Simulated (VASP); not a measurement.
# SiC (P6_3mc) in VASP: notebook, part 2 of 2

VASP 6.6.1.

## 5. Relaxation of cell and atoms, PBE

This run uses another cell than the first one, of 10.31 Å³/atom, 0.927 times its volume.

INCAR

```
SYSTEM = SiC
PREC     = Accurate       ! precision mode
ENCUT    = 600            ! plane-wave cutoff, eV
EDIFF    = 1E-6           ! SCF threshold, eV
ISMEAR   = 0              ! smearing method
SIGMA    = 0.02           ! smearing width, eV
LREAL    = .False.        ! projectors in reciprocal space
LASPH    = .True.         ! aspherical terms in the spheres
NELM     = 100            ! most SCF steps
ALGO     = Normal         ! electronic algorithm
ISIF     = 3              ! what is computed and relaxed
LWAVE    = .False.        ! write WAVECAR
LCHARG   = .False.        ! write CHGCAR
GGA      = PE             ! functional
IBRION   = 2              ! ionic algorithm
NSW      = 100            ! ionic steps
EDIFFG   = -0.005         ! ionic threshold
```

KPOINTS

```
regular mesh
0
Gamma
  12 12 4
  0 0 0
```

POSCAR

```
SiC
1.0
    3.0756941497      0.0000000000      0.0000000000
   -1.5378470748      2.6636292679      0.0000000000
    0.0000000000      0.0000000000     10.0706464800
Si C
4 4
Direct
    0.6666666700      0.3333333300      0.9378419800
    0.3333333300      0.6666666700      0.4378419800
    0.0000000000      0.0000000000      0.6878943800
    0.0000000000      0.0000000000      0.1878943800
    0.6666666700      0.3333333300      0.7498025900
    0.3333333300      0.6666666700      0.2498025900
    0.0000000000      0.0000000000      0.5004600500
    0.0000000000      0.0000000000      0.0004600500
```

Potentials or basis: VASP PAW PBE potentials, release 64 (Si, C).

The run is started by

```sh
cat potpaw_PBE.64/Si/POTCAR potpaw_PBE.64/C/POTCAR > POTCAR
mpirun -np 1 vasp_std > vasp.out
```

OUTCAR:

```text
SYSTEM = SiC
   PREC = Accurate
   ENCUT = 600
   EDIFF = 1E-6
   ISMEAR = 0
   LREAL = .False.
   LASPH = .True.
   NELM = 100
   ISIF = 3
   GGA = PE
   IBRION = 2
   NSW = 100
   EDIFFG = -0.005

 ion  position               nearest neighbor table
   1  0.667  0.333  0.938-   8 1.88   8 1.88   8 1.88   5 1.89   3 3.08   3 3.08   3 3.08   4 3.08
                             4 3.08   4 3.08
   2  0.333  0.667  0.438-   7 1.88   7 1.88   7 1.88   6 1.89   4 3.08   4 3.08   4 3.08   3 3.08
                             3 3.08   3 3.08
   3  0.000  0.000  0.688-   5 1.88   5 1.88   5 1.88   7 1.89   1 3.08   1 3.08   1 3.08   2 3.08
                             2 3.08   2 3.08
   4  0.000  0.000  0.188-   6 1.88   6 1.88   6 1.88   8 1.89   2 3.08   2 3.08   2 3.08   1 3.08
                             1 3.08   1 3.08
   5  0.667  0.333  0.750-   3 1.88   3 1.88   3 1.88   1 1.89
   6  0.333  0.667  0.250-   4 1.88   4 1.88   4 1.88   2 1.89
   7  0.000  0.000  0.500-   2 1.88   2 1.88   2 1.88   3 1.89
   8  0.000  0.000  0.000-   1 1.88   1 1.88   1 1.88   4 1.89

  LATTYP: Found a hexagonal cell.
 ALAT       =     3.0756941497
 C/A-ratio  =     3.2742678530

  Lattice vectors:

 A1 = (   3.0756941497,   0.0000000000,   0.0000000000)
 A2 = (  -1.5378470748,   2.6636292679,   0.0000000000)
 A3 = (   0.0000000000,   0.0000000000,  10.0706464800)

Analysis of symmetry for initial positions (statically):
[... 196 lines left out ...]
  -------------------------------------------------------------------------------------
  Total        1.9392038      1.9392038      1.8718228      0.0000000      0.0000000      0.0000000
  in kB       37.6582181     37.6582181     36.3497165      0.0000000      0.0000000      0.0000000
  external PRESSURE =      37.2220509 kB  Pullay stress =       0.0000000 kB
[... 239 lines left out ...]
--------------------------------------- Ionic step        7  -------------------------------------------

 number of electron      32.0000001 magnetization

 Free energy of the ion-electron system (eV)
  ---------------------------------------------------
  ext. energy  EPLUGINS =         0.00000000
  ---------------------------------------------------
  free energy    TOTEN  =       -60.25307137 eV

  energy without entropy =      -60.25307137  energy(sigma->0) =      -60.25307137

 E-fermi :   8.1213     XC(G=0): -11.2941

 val. band max:        8.0210235053   @ k =   0.0000   0.0000   0.0000
 cond. band min:      10.2445424948   @ k =   0.5000   0.0000   0.0000
 fundamental gap:      2.2235189895
 Fermi energy:         8.1213327393

 k-point     1 :       0.0000    0.0000    0.0000
  band No.  band energies     occupation
      1      -7.3520      2.00000
      2      -6.1881      2.00000
      3      -6.1521      2.00000
      4      -3.8367      2.00000
      5      -0.5119      2.00000
      6       3.6665      2.00000
[... 565 lines left out ...]
     20      13.3667      0.00000
     21      13.7430      0.00000

 [... further k-points ...]

------------------------ aborting loop because EDIFF is reached ----------------------------------------

  FORCE on cell =-STRESS in cart. coord.  units (eV):
  Direction    XX          YY          ZZ          XY          YZ          ZX
  --------------------------------------------------------------------------------------
  -------------------------------------------------------------------------------------
  Total        0.0246122      0.0246122      0.0181655      0.0000000      0.0000000      0.0000000
  in kB        0.4700035      0.4700035      0.3468946      0.0000000      0.0000000      0.0000000
  external PRESSURE =       0.4289672 kB  Pullay stress =       0.0000000 kB
[... 23 lines left out ...]
  FREE ENERGIE OF THE ION-ELECTRON SYSTEM (eV)
  ---------------------------------------------------
  free  energy   TOTEN  =       -60.2530713706 eV

  energy  without entropy=      -60.2530713706  energy(sigma->0) =      -60.25307137

 reached required accuracy - stopping structural energy minimisation
```

It took 3.7 min on 1 thread of Intel Xeon Platinum 8488C (Sapphire Rapids), shared host; peak memory 0.29 GiB.

Results:

| Property | Result |
| --- | --- |
| Free energy | -60.2531 eV |
| Relaxed volume | 10.49 Å³/atom |
| Relaxed cell | a = 3.093 Å, b = 3.093 Å, c = 10.126 Å, α = 90.00°, β = 90.00°, γ = 120.00° |
| Space group after relaxing (to 0.05 Å) | P6_3mc (No. 186) |
| Energy gained by relaxing | 2.0 meV/atom |
| Ionic steps | 7 |
| Pressure after relaxing | 0.0 GPa |
| Band gap on the k mesh | 2.22 eV, indirect (least direct gap 3.34 eV) |

Step by step:
```csv
step,energy change (eV),largest force (eV/Å),pressure (GPa),volume (Å³)
1,0.0000,0.0055,3.72,82.50
2,0.0009,0.0173,-3.60,85.40
3,-0.0161,0.0065,0.00,83.91
4,-0.0161,0.0063,0.07,83.88
5,-0.0161,0.0043,0.07,83.89
6,-0.0161,0.0009,0.07,83.89
7,-0.0161,0.0003,0.04,83.90
```

Final structure:
```cif
data_structure
_symmetry_space_group_name_H-M 'P 1'
_symmetry_Int_Tables_number 1
_cell_length_a 3.0931
_cell_length_b 3.0931
_cell_length_c 10.1261
_cell_angle_alpha 90.000
_cell_angle_beta 90.000
_cell_angle_gamma 120.000
_cell_volume 83.90
loop_
_atom_site_label
_atom_site_type_symbol
_atom_site_fract_x
_atom_site_fract_y
_atom_site_fract_z
_atom_site_occupancy
Si1 Si 0.66667 0.33333 0.93785 1
Si2 Si 0.33333 0.66667 0.43785 1
Si3 Si 0.00000 0.00000 0.68790 1
Si4 Si 0.00000 0.00000 0.18790 1
C1 C 0.66667 0.33333 0.74981 1
C2 C 0.33333 0.66667 0.24981 1
C3 C 0.00000 0.00000 0.50045 1
C4 C 0.00000 0.00000 0.00045 1
```

Levels at points of the mesh, in eV from the valence-band top:
```csv
k point,band 14,band 15,band 16,band 17,band 18,band 19
"(0.00, 0.00, 0.00)",-0.05,0.00,0.00,4.97,5.55,6.13
"(0.50, 0.00, 0.00)",-2.20,-1.56,-1.12,2.22,2.34,4.18
"(0.00, 0.00, 0.50)",-0.21,-0.21,-0.21,5.18,5.18,6.62
"(0.50, 0.00, 0.50)",-2.48,-1.54,-1.54,2.63,2.63,4.18
```

A k mesh can miss the band edges. A hybrid or GW would open this gap; PBE tends to underestimate it.

## 6. Overview

```tsv
task	cell	cutoff (eV)	gap on the mesh (eV)	pressure (GPa)
single point	a = 3.154, b = 3.154, c = 10.330 Å, angles 90.0, 90.0, 120.0°, 8 atoms	520	2.20	-11.1
single point	a = 3.193, b = 3.193, c = 10.460 Å, angles 90.0, 90.0, 120.0°, 8 atoms	520	2.19	-16.8
relaxation of cell and atoms	relaxed from a = 3.076, b = 3.076, c = 10.071 Å, angles 90.0, 90.0, 120.0°, 8 atoms	600	2.22	0.0
```

Alike in all rows: level PBE; potentials or basis VASP PAW PBE potentials, release 64 (Si, C); no spin polarisation; k mesh 12 × 12 × 4; smearing gaussian 0.02 eV.

Absolute energies hang on the potentials; compare differences alone.
